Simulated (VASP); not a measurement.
Ni: single point with PBE

The system is Ni.

```
Ni
1.0
     0.00000    1.75850    1.75850
     1.75850    0.00000    1.75850
     1.75850    1.75850    0.00000
Ni
1
Direct
  0.00000 0.00000 0.00000
```

| Item | Value |
| --- | --- |
| Program | VASP 6.6.1 |
| Task | single point |
| Functional | PBE |
| Potentials or basis | VASP PAW PBE potentials, release 64 (Ni) |
| Cutoff | 520 eV |
| k mesh | 12 × 12 × 12 |
| Occupations | fermi-dirac, width 0.1 eV |
| Spin | collinear spin, zero start |
| Starting moments | [0.0] μB |
| Fixed moment | 0 μB |

* Pressure: -0.5 GPa
* Net moment: 0.00 μB per cell
* Valence electrons inside the program's atomic spheres: Ni 9.31

Wall time 25 s on 1 thread of Intel(R) Xeon(R) Platinum 8375C CPU @ 2.90GHz (Ice Lake) (shared host), peak memory 0.13 GiB.

Caveat: the total moment is fixed, so each spin has its own Fermi level.
